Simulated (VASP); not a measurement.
# AlNi in VASP: further runs, part 2 of 2

VASP 6.6.1. The steps go on from the part before.

### Step 5. Single point, PBEsol, collinear spin, ferromagnetic start

This run uses another cell than the first one, of 11.48 Å³/atom, 0.960 times its volume.

File INCAR:

```
SYSTEM = AlNi
PREC = Accurate ; ENCUT = 520
EDIFF = 1E-7 ; ISMEAR = -1
SIGMA = 0.05 ; LREAL = .False.
LASPH = .True. ; NELM = 150
ALGO = Normal ; ISIF = 2
LWAVE = .False. ; LCHARG = .False.
ISPIN = 2 ; MAGMOM = 1 0
LORBIT = 11 ; LMAXMIX = 4
GGA = PS ; NBANDS = 18
```

File KPOINTS:

```
regular mesh
0
Gamma
  8 8 8
  0 0 0
```

File POSCAR:

```
AlNi
1.0
    2.8810000000      0.0000000000      0.0000000000
    0.0000000000      2.8810000000      0.0000000000
    0.0000000000      0.0000000000      2.7657600000
Ni Al
1 1
Direct
    0.5000000000      0.5000000000      0.5000000000
    0.0000000000      0.0000000000      0.0000000000
```

Potentials or basis: VASP PAW PBE potentials, release 64 (Ni, Al).

Run with:

```
$ cat potpaw_PBE.64/Ni/POTCAR potpaw_PBE.64/Al/POTCAR > POTCAR
$ mpirun -np 1 vasp_std > vasp.out
```

OUTCAR:

```text
SYSTEM = AlNi
   PREC = Accurate
   ENCUT = 520
   EDIFF = 1E-7
   ISMEAR = -1
   LREAL = .False.
   LASPH = .True.
   NELM = 150
   ISIF = 2
   ISPIN = 2
   LORBIT = 11
   GGA = PS

 ion  position               nearest neighbor table
   1  0.500  0.500  0.500-   2 2.46   2 2.46   2 2.46   2 2.46   2 2.46   2 2.46   2 2.46   2 2.46

   2  0.000  0.000  0.000-   1 2.46   1 2.46   1 2.46   1 2.46   1 2.46   1 2.46   1 2.46   1 2.46

  LATTYP: Found a simple tetragonal cell.
 ALAT       =     2.8810000000
 C/A-ratio  =     0.9600000000

  Lattice vectors:

 A1 = (   2.8810000000,   0.0000000000,   0.0000000000)
 A2 = (   0.0000000000,   2.8810000000,   0.0000000000)
 A3 = (   0.0000000000,   0.0000000000,   2.7657600000)

Analysis of symmetry for initial positions (statically):
=====================================================================
 Subroutine PRICEL returns:
 Original cell was already a primitive cell.

 Routine SETGRP: Setting up the symmetry group for a
 simple tetragonal supercell.

 Subroutine GETGRP returns: Found 16 space group operations
 (whereof 16 operations were pure point group operations)
 out of a pool of 16 trial point group operations.

The static configuration has the point symmetry D_4h.

Analysis of symmetry for dynamics (positions and initial velocities):
=====================================================================
 Subroutine PRICEL returns:
 Original cell was already a primitive cell.

 Routine SETGRP: Setting up the symmetry group for a
 simple tetragonal supercell.

 Subroutine GETGRP returns: Found 16 space group operations
 (whereof 16 operations were pure point group operations)
 out of a pool of 16 trial point group operations.

The dynamic configuration has the point symmetry D_4h.

Analysis of structural, dynamic, and magnetic symmetry:
=====================================================================
 Subroutine PRICEL returns:
 Original cell was already a primitive cell.

 Routine SETGRP: Setting up the symmetry group for a
 simple tetragonal supercell.

 Subroutine GETGRP returns: Found 16 space group operations
 (whereof 16 operations were pure point group operations)
 out of a pool of 16 trial point group operations.

The overall configuration has the point symmetry D_4h.

 Subroutine INISYM returns: Found 16 space group operations
 (whereof 16 operations are pure point group operations),
 and found     1 'primitive' translations

----------------------------------------------------------------------------------------

                                     Primitive cell

  volume of cell :      22.9563

  direct lattice vectors                    reciprocal lattice vectors
     2.881000000  0.000000000  0.000000000     0.347101701  0.000000000  0.000000000
     0.000000000  2.881000000  0.000000000     0.000000000  0.347101701  0.000000000
     0.000000000  0.000000000  2.765760000     0.000000000  0.000000000  0.361564272

  length of vectors
     2.881000000  2.881000000  2.765760000     0.347101701  0.347101701  0.361564272

  position of ions in fractional coordinates (direct lattice)
     0.500000000  0.500000000  0.500000000
     0.000000000  0.000000000  0.000000000

  ion indices of the primitive-cell ions
   primitive index   ion index
                 1           1
[... 62 lines left out ...]
   NGXF,Y,Z  is equivalent  to a cutoff of  27.70, 27.70, 28.85 a.u.
 SYSTEM =  AlNi
   PREC   = accura    normal or accurate (medium, high low for compatibility)
   ISTART =      0    job   : 0-new  1-cont  2-samecut
   ICHARG =      2    charge: 1-file 2-atom 10-const
   ISPIN  =      2    spin polarized calculation?
   LNONCOLLINEAR =      F non collinear calculations
   LSORBIT =      F    spin-orbit coupling
   LASPH  =      T    aspherical Exc in radial PAW
   ENCUT  =  520.0 eV  38.22 Ry    6.18 a.u.   5.36  5.36  5.14*2*pi/ulx,y,z
   NELM   =    150;   NELMIN=  2; NELMDL= -5     # of ELM steps
   EDIFF  = 0.1E-06   stopping-criterion for ELM
   LREAL  =      F    real-space projection
   EDIFFG = 0.1E-05   stopping-criterion for IOM
   NSW    =      0    number of steps for IOM
   IBRION =     -1    ionic relax: 0-MD 1-quasi-New 2-CG
   NFREE  =      0    steps in history (QN), initial steepest desc. (CG)
   ISIF   =      2    stress and relaxation
   ISYM   =      2    0-nonsym 1-usesym 2-fastsym
   POTIM  = 0.5000    time-step for ionic-motion
   TEBEG  =    0.0;   TEEND  =   0.0 temperature during run
   PSTRESS=    0.0 pullay stress
   NELECT =      13.0000    total number of electrons
   NUPDOWN=      -1.0000    fix difference up-down
   EMIN   =  10.00;   EMAX   =-10.00  energy-range for DOS
   EFERMI =   0.00;   METHOD = LEGACY
   ISMEAR =    -1;   SIGMA  =   0.05  broadening in eV -4-tet -1-fermi 0-gaus
   EFERMI_NEDOS =   21; number of points for ismear=-14 and -15
   IALGO  =     38    algorithm
   IMIX   =      4    mixing-type and parameters
     AMIX     =   0.40;   BMIX     =  1.00
     AMIX_MAG =   1.60;   BMIX_MAG =  1.00
  volume/ion in A,a.u.               =      11.48        77.46
  Fermi-wavevector in a.u.,A,eV,Ry     =   1.354427  2.559496 24.959515  1.834473
  Thomas-Fermi vector in A             =   2.481600
   LORBIT       =     11    0 simple, 1 ext, 2 COOP (PROOUT), +10 PAW based schemes
   GGA     = PS    functional components
   LHFCALC =     F    Hartree Fock is set to
   AEXX    =    0.0000 exact exchange contribution
   IVDW    =     0    specifies the selected vdW correction
   LEPSILON=     F    determine dielectric tensor
   LRPA    =     F    only Hartree local field effects (RPA)
 spin polarized calculation
  energy-cutoff  :      520.00
  volume of cell :       22.96
 maximum number of plane-waves:       632
 NGX is ok and might be reduce to    24
   NGX = 11   NGY = 11   NGZ = 11

 number of electron      13.0000007 magnetization       0.0005983

 number of electron      13.0000007 magnetization      -0.0001445

 Free energy of the ion-electron system (eV)
  ---------------------------------------------------
  ext. energy  EPLUGINS =         0.00000000
  ---------------------------------------------------
  free energy    TOTEN  =       -11.57447039 eV

  energy without entropy =      -11.56495608  energy(sigma->0) =      -11.56971324

 E-fermi :  10.3775     XC(G=0): -12.3657

 val. band max:       10.3347478032   @ k =   0.3750   0.1250   0.2500
 cond. band min:      10.4017186375   @ k =   0.2500   0.0000   0.3750
 fundamental gap:      0.0669708343
 Fermi energy:        10.3775452976

 spin component 1

 k-point     1 :       0.0000    0.0000    0.0000
  band No.  band energies     occupation
      1      -0.9893      1.00000
      2       6.9975      1.00000
      3       6.9992      1.00000
      4       8.7447      1.00000
      5       8.8508      1.00000
      6       8.8508      1.00000
[... 493 lines left out ...]
     17      34.4349      0.00000
     18      35.3122      0.00000

 [... further k-points ...]

 spin component 2

 k-point     1 :       0.0000    0.0000    0.0000
  band No.  band energies     occupation
      1      -0.9893      1.00000
      2       6.9974      1.00000
      3       6.9991      1.00000
      4       8.7447      1.00000
      5       8.8508      1.00000
      6       8.8508      1.00000
[... 493 lines left out ...]
     17      34.4349      0.00000
     18      35.3122      0.00000

 [... further k-points ...]
[... 5 lines left out ...]
  --------------------------------------------------------------------------------------
  -------------------------------------------------------------------------------------
  Total        0.5103802      0.5103802      0.7746708      0.0000000      0.0000000      0.0000000
  in kB       35.6207766     35.6207766     54.0663139      0.0000000      0.0000000      0.0000000
  external PRESSURE =      41.7692890 kB  Pullay stress =       0.0000000 kB

 VOLUME and BASIS-vectors are now :
 -----------------------------------------------------------------------------
  energy-cutoff  :      520.00
  volume of cell :       22.96
      direct lattice vectors                 reciprocal lattice vectors
     2.881000000  0.000000000  0.000000000     0.347101701  0.000000000  0.000000000
     0.000000000  2.881000000  0.000000000     0.000000000  0.347101701  0.000000000
     0.000000000  0.000000000  2.765760000     0.000000000  0.000000000  0.361564272

 POSITION                                       TOTAL-FORCE (eV/Angst)
 -----------------------------------------------------------------------------------
      1.44050      1.44050      1.38288         0.000000      0.000000      0.000000
      0.00000      0.00000      0.00000         0.000000      0.000000      0.000000
 -----------------------------------------------------------------------------------
    total drift:                                0.000000     -0.000000     -0.000000

  FREE ENERGIE OF THE ION-ELECTRON SYSTEM (eV)
  ---------------------------------------------------
  free  energy   TOTEN  =       -11.5744703887 eV

  energy  without entropy=      -11.5649560842  energy(sigma->0) =      -11.56971324

 total charge

# of ion       s       p       d       tot
------------------------------------------
    1        0.496   0.557   8.497   9.550
    2        0.387   0.433   0.000   0.820
--------------------------------------------------
tot          0.883   0.990   8.497  10.370

 magnetization (x)

# of ion       s       p       d       tot
------------------------------------------
    1       -0.000  -0.000  -0.000  -0.000
    2       -0.000  -0.000   0.000  -0.000
--------------------------------------------------
tot         -0.000  -0.000  -0.000  -0.000
```

stdout:

```text
POSCAR found type information on POSCAR NiAl
 POSCAR found :  2 types and       2 ions
 scaLAPACK will be used
 -----------------------------------------------------------------------------
|                                                                             |
|                                                                             |
|     You enforced a specific xc type in the INCAR file but a different       |
|     I HOPE YOU KNOW WHAT YOU ARE DOING!                                     |
|                                                                             |
 -----------------------------------------------------------------------------

 LDA part: xc-table for (Slater+PW92), standard interpolation
 POSCAR, INCAR and KPOINTS ok, starting setup
 FFT: planning ... GRIDC
 FFT: planning ... GRID_SOFT
 FFT: planning ... GRID
 WAVECAR not read
 entering main loop
```

Wall time 66 s (1 thread of Intel Xeon 8259CL, shared host); peak memory 0.18 GiB.

What came out:

| Property | Result |
| --- | --- |
| Free energy | -11.5745 eV |
| Pressure | 4.2 GPa |
| Net moment | 0.00 μB per cell |
| Valence electrons inside the program's atomic spheres | Ni 9.55; Al 0.82 |

Stress tensor (GPa, compression positive):
```
3.56 0.00 0.00
0.00 3.56 0.00
0.00 0.00 5.41
```

Caveat: the PAW data sets were made with another functional, which shifts forces and pressure a little.

### Step 6. Overview

```csv
task,level,cell,k mesh,cutoff (eV),gap on the mesh (eV),pressure (GPa),moment (μB)
relaxation of cell and atoms,PBE+D3(BJ),"relaxed from a = 2.881 Å, 2 atoms",9 × 9 × 9,600,none,0.0,0.00
single point,PBEsol,"a = 2.881 Å, 2 atoms",8 × 8 × 8,520,none,-2.9,0.00
single point,PBEsol,"a = 2.881, b = 2.881, c = 2.996 Å, 2 atoms",8 × 8 × 7,520,none,-8.7,0.00
single point,PBEsol,"a = 2.881, b = 2.881, c = 2.766 Å, 2 atoms",8 × 8 × 8,520,none,4.2,0.00
```

Alike in all rows: potentials or basis VASP PAW PBE potentials, release 64 (Ni, Al); spin collinear, ferromagnetic start; smearing fermi-dirac 0.05 eV.

Caveats: the PAW data sets were made with another functional, which shifts forces and pressure a little (some runs); pairwise dispersion overbinds metals, which lowers pressure and volume (some runs).

Absolute energies hang on the potentials; compare differences alone.
